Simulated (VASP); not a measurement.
# BN (F-43m) in VASP: settings compared, part 2 of 2

VASP 6.6.1. Earlier steps stand in the parts before.

**3. Relaxation of cell and atoms, PBEsol+D3(BJ)**

This run uses another cell than the first one, of 5.96 Å³/atom, 1.011 times its volume.

Input file INCAR:

```
SYSTEM = BN
  PREC = Accurate
  ENCUT = 600
  EDIFF = 1E-7
  ISMEAR = -1
  SIGMA = 0.05
  LREAL = .False.
  LASPH = .True.
  NELM = 100
  ALGO = Normal
  ISIF = 3
  LWAVE = .False.
  LCHARG = .False.
  GGA = PS
  IVDW = 12
  IBRION = 2
  NSW = 80
  EDIFFG = -0.02
```

Input file KPOINTS:

```
Automatic mesh
0
Gamma
  13 13 13
  0 0 0
```

Input file POSCAR:

```
BN
1.0
    0.0000000000      1.8130010000      1.8130010000
    1.8130010000      0.0000000000      1.8130010000
    1.8130010000      1.8130010000      0.0000000000
N B
1 1
Direct
    0.2500000000      0.2500000000      0.2500000000
    0.0000000000      0.0000000000      0.0000000000
```

Potentials or basis: VASP PAW PBE potentials, release 64 (N, B).

On the command line:

```console
$ cat potpaw_PBE.64/N/POTCAR potpaw_PBE.64/B/POTCAR > POTCAR
$ mpirun -np 1 vasp_std > vasp.out
```

OUTCAR:

```text
SYSTEM = BN
   PREC = Accurate
   ENCUT = 600
   EDIFF = 1E-7
   ISMEAR = -1
   LREAL = .False.
   LASPH = .True.
   NELM = 100
   ISIF = 3
   GGA = PS
   IVDW = 12
   IBRION = 2
   NSW = 80
   EDIFFG = -0.02
 IVDW          = 12

 ion  position               nearest neighbor table
   1  0.250  0.250  0.250-   2 1.57   2 1.57   2 1.57   2 1.57
   2  0.000  0.000  0.000-   1 1.57   1 1.57   1 1.57   1 1.57

  LATTYP: Found a face centered cubic cell.
 ALAT       =     3.6260020000

  Lattice vectors:

 A1 = (   0.0000000000,   1.8130010000,   1.8130010000)
 A2 = (   1.8130010000,   0.0000000000,   1.8130010000)
 A3 = (   1.8130010000,   1.8130010000,   0.0000000000)

Analysis of symmetry for initial positions (statically):
=====================================================================
 Subroutine PRICEL returns:
 Original cell was already a primitive cell.

 Routine SETGRP: Setting up the symmetry group for a
 face centered cubic supercell.

 Subroutine GETGRP returns: Found 24 space group operations
 (whereof 24 operations were pure point group operations)
 out of a pool of 48 trial point group operations.

The static configuration has the point symmetry T_d .

Analysis of symmetry for dynamics (positions and initial velocities):
=====================================================================
 Subroutine PRICEL returns:
 Original cell was already a primitive cell.

 Routine SETGRP: Setting up the symmetry group for a
 face centered cubic supercell.

 Subroutine GETGRP returns: Found 24 space group operations
 (whereof 24 operations were pure point group operations)
 out of a pool of 48 trial point group operations.

The dynamic configuration has the point symmetry T_d .

 Subroutine INISYM returns: Found 24 space group operations
 (whereof 24 operations are pure point group operations),
 and found     1 'primitive' translations

----------------------------------------------------------------------------------------

                                     Primitive cell

  volume of cell :      11.9186
[... 97 lines left out ...]
   POTIM  = 0.5000    time-step for ionic-motion
   TEBEG  =    0.0;   TEEND  =   0.0 temperature during run
   PSTRESS=    0.0 pullay stress
   NELECT =       8.0000    total number of electrons
   NUPDOWN=      -1.0000    fix difference up-down
   EMIN   =  10.00;   EMAX   =-10.00  energy-range for DOS
   EFERMI =   0.00;   METHOD = LEGACY
   ISMEAR =    -1;   SIGMA  =   0.05  broadening in eV -4-tet -1-fermi 0-gaus
   EFERMI_NEDOS =   21; number of points for ismear=-14 and -15
   IALGO  =     38    algorithm
   IMIX   =      4    mixing-type and parameters
     AMIX     =   0.40;   BMIX     =  1.00
     AMIX_MAG =   1.60;   BMIX_MAG =  1.00
  volume/ion in A,a.u.               =       5.96        40.22
  Fermi-wavevector in a.u.,A,eV,Ry     =   1.433387  2.708709 27.954506  2.054598
  Thomas-Fermi vector in A             =   2.552911
   LORBIT       =      0    0 simple, 1 ext, 2 COOP (PROOUT), +10 PAW based schemes
   GGA     = PS    functional components
   LHFCALC =     F    Hartree Fock is set to
   AEXX    =    0.0000 exact exchange contribution
   IVDW    =    12    specifies the selected vdW correction
   LEPSILON=     F    determine dielectric tensor
   LRPA    =     F    only Hartree local field effects (RPA)
 conjugate gradient relaxation of ions
 non-spin polarized calculation
  energy-cutoff  :      600.00
  volume of cell :       11.92
 maximum number of plane-waves:       411
   NGX = 11   NGY = 11   NGZ = 11

--------------------------------------- Ionic step        1  -------------------------------------------

 number of electron       7.9999999 magnetization

 Free energy of the ion-electron system (eV)
  ---------------------------------------------------
  ext. energy  EPLUGINS =         0.00000000
  ---------------------------------------------------
  free energy    TOTEN  =       -18.34773670 eV

  energy without entropy =      -18.34773670  energy(sigma->0) =      -18.34773670

------------------------ aborting loop because EDIFF is reached ----------------------------------------

 Edisp (eV)   -0.28519

 E8    (eV) :    -0.1413
[... 71 lines left out ...]
--------------------------------------- Ionic step        3  -------------------------------------------

 number of electron       7.9999998 magnetization

 Free energy of the ion-electron system (eV)
  ---------------------------------------------------
  ext. energy  EPLUGINS =         0.00000000
  ---------------------------------------------------
  free energy    TOTEN  =       -18.34985195 eV

  energy without entropy =      -18.34985195  energy(sigma->0) =      -18.34985195

 E-fermi :   8.4636     XC(G=0): -13.1008

 val. band max:        7.5765544932   @ k =   0.0000   0.0000   0.0000
 cond. band min:      11.9487946671   @ k =   0.4615   0.4615   0.0000
 fundamental gap:      4.3722401739
 Fermi energy:         8.4635918095

 k-point     1 :       0.0000    0.0000    0.0000
  band No.  band energies     occupation
      1     -12.8746      2.00000
      2       7.5766      2.00000
      3       7.5766      2.00000
      4       7.5766      2.00000
      5      16.4190      0.00000
      6      16.4190      0.00000
      7      16.4190      0.00000
      8      18.1250      0.00000
[... 243 lines left out ...]
 k-point    24 :       0.4615    0.1538    0.0000
  band No.  band energies     occupation
      1      -8.7882      2.00000
      2      -1.8892      2.00000
      3       4.2506      2.00000
      4       4.6769      2.00000
      5      16.4364      0.00000
      6      19.8469      0.00000
      7      20.1648      0.00000
      8      22.3484      0.00000

 [... further k-points ...]

------------------------ aborting loop because EDIFF is reached ----------------------------------------

 Edisp (eV)   -0.29295

 E8    (eV) :    -0.1451
[... 25 lines left out ...]
  FREE ENERGIE OF THE ION-ELECTRON SYSTEM (eV)
  ---------------------------------------------------
  free  energy   TOTEN  =       -18.6427999269 eV

  energy  without entropy=      -18.6427999268  energy(sigma->0) =      -18.64279993

 reached required accuracy - stopping structural energy minimisation
```

OSZICAR:

```text
N       E                     dE             d eps       ncg     rms          rms(c)
DAV:   1     0.124120206483E+02    0.12412E+02   -0.55661E+03  1384   0.110E+03
DAV:   2    -0.190274005742E+02   -0.31439E+02   -0.30638E+02  1880   0.201E+02
DAV:   3    -0.192786347551E+02   -0.25123E+00   -0.25123E+00  1608   0.207E+01
[... 22 lines left out ...]
DAV:   3    -0.183500294744E+02    0.56301E-03   -0.14780E-03  1568   0.398E-01    0.869E-02
DAV:   4    -0.183498559504E+02    0.17352E-03   -0.23886E-04  1560   0.140E-01    0.245E-02
DAV:   5    -0.183498526073E+02    0.33431E-05   -0.74356E-06  1656   0.249E-02    0.147E-02
DAV:   6    -0.183498519040E+02    0.70330E-06   -0.34894E-07  1384   0.862E-03    0.508E-04
DAV:   7    -0.183498519477E+02   -0.43663E-07   -0.11034E-08   688   0.100E-03
   3 F= -.18642800E+02 E0= -.18642800E+02  d E =-.986912E-02
```

Run time: 34 s. Hardware: 1 thread of AMD EPYC 7R43 (Zen 3), shared host; peak memory 0.1 GiB.

Results:

```
Free energy                            : -18.6428 eV
Relaxed volume                         : 5.80 Å³/atom
Relaxed cell                           : a = 2.542 Å, b = 2.542 Å, c = 2.542 Å, α = 60.00°, β = 60.00°, γ = 60.00°
Space group after relaxing (to 0.05 Å) : F-43m (No. 216)
Energy gained by relaxing              : 4.9 meV/atom
Ionic steps                            : 3
Pressure after relaxing                : 0.0 GPa
Band gap on the k mesh                 : 4.37 eV, indirect (least direct gap 8.84 eV)
Dispersion energy per atom             : -0.146 eV
```

Step by step:
| step | energy change (eV) | largest force (eV/Å) | pressure (GPa) | volume (Å³) |
| --- | --- | --- | --- | --- |
| 1 | 0.0000 | 0.0000 | -9.93 | 11.92 |
| 2 | 0.0010 | 0.0000 | 11.38 | 11.29 |
| 3 | -0.0099 | 0.0000 | -0.04 | 11.61 |

Final structure:
```
CELL_PARAMETERS angstrom
0.00000 1.79713 1.79713
1.79713 0.00000 1.79713
1.79713 1.79713 0.00000
ATOMIC_POSITIONS crystal
N 0.25000 0.25000 0.25000
B 0.00000 0.00000 0.00000
```

Caveat: the PAW data sets were made with another functional, which shifts forces and pressure a little. PBEsol gaps usually lie below the measured ones, often by a third to a half.

**4. Relaxation of cell and atoms, BLYP+D3(BJ)**

This run uses another cell than the first one, of 5.96 Å³/atom, 1.011 times its volume.

Input file INCAR:

```
AGGAC = 1.0
AGGAX = 1.0
ALDAC = 0.0
ALDAX = 1.0
ALGO = Normal
EDIFF = 1E-6
EDIFFG = -0.005
ENCUT = 600
GGA = B5
IBRION = 2
ISIF = 3
ISMEAR = -1
IVDW = 12
LASPH = True
LCHARG = False
LREAL = False
LWAVE = False
NELM = 60
NSW = 80
PREC = Accurate
SIGMA = 0.05
VDW_A1 = 0.4298
VDW_A2 = 4.2359
VDW_S6 = 1.0
VDW_S8 = 2.6996
```

Input file KPOINTS:

```
k-points
0
Gamma
  13 13 13
```

POSCAR is that of step 3.

On the command line:

```console
$ cat potpaw_PBE.64/N/POTCAR potpaw_PBE.64/B/POTCAR > POTCAR
$ mpirun -np 1 vasp_std > vasp.out
```

Run time: 33 s. Hardware: 1 thread of AMD EPYC 7R43 (Zen 3), shared host; peak memory 0.1 GiB.

The run converged. Its results:

```
Free energy                            : -17.2202 eV
Relaxed volume                         : 5.88 Å³/atom
Relaxed cell                           : a = 2.553 Å, b = 2.553 Å, c = 2.553 Å, α = 60.00°, β = 60.00°, γ = 60.00°
Space group after relaxing (to 0.05 Å) : F-43m (No. 216)
Energy gained by relaxing              : 1.2 meV/atom
Ionic steps                            : 3
Pressure after relaxing                : 0.0 GPa
Band gap on the k mesh                 : 4.96 eV, indirect (least direct gap 8.95 eV)
Dispersion energy per atom             : -0.409 eV
```

The path:
```
step  energy change (eV)  largest force (eV/Å)  pressure (GPa)  volume (Å³)
   1              0.0000                0.0000           -4.75        11.92
   2             -0.0001                0.0000            4.88        11.62
   3             -0.0023                0.0000           -0.02        11.76
```

Final structure:
```
N B
1.0
     0.00000    1.80517    1.80517
     1.80517    0.00000    1.80517
     1.80517    1.80517    0.00000
N B
1 1
Direct
  0.25000 0.25000 0.25000
  0.00000 0.00000 0.00000
```

Levels at points of the mesh, in eV from the valence-band top:
```
           k point  band 2  band 3  band 4  band 5  band 6  band 7
(0.00, 0.00, 0.00)    0.00    0.00    0.00    8.95    8.95    8.95
```

Caveat: the PAW data sets were made with another functional, which shifts forces and pressure a little. A hybrid or GW would open this gap; BLYP tends to underestimate it.

**5. Summary**

```tsv
task	level	cell	cutoff (eV)	gap on the mesh (eV)	pressure (GPa)	relaxed volume (Å³/atom)
single point	BLYP+D3(BJ)	a = 2.554 Å, angles 60.0°, 2 atoms	520	4.95	-0.2	-
relaxation of cell and atoms	PBEsol+D3(BJ)	relaxed from a = 2.564 Å, angles 60.0°, 2 atoms	600	4.37	0.0	5.80
relaxation of cell and atoms	BLYP+D3(BJ)	relaxed from a = 2.564 Å, angles 60.0°, 2 atoms	600	4.96	0.0	5.88
```

Alike in all rows: potentials or basis VASP PAW PBE potentials, release 64 (N, B); no spin polarisation; k mesh 13 × 13 × 13; smearing fermi-dirac 0.05 eV.

Caveats: the PAW data sets were made with another functional, which shifts forces and pressure a little.

Total energies depend on the potentials used, so only differences within one code and one set of settings carry meaning.
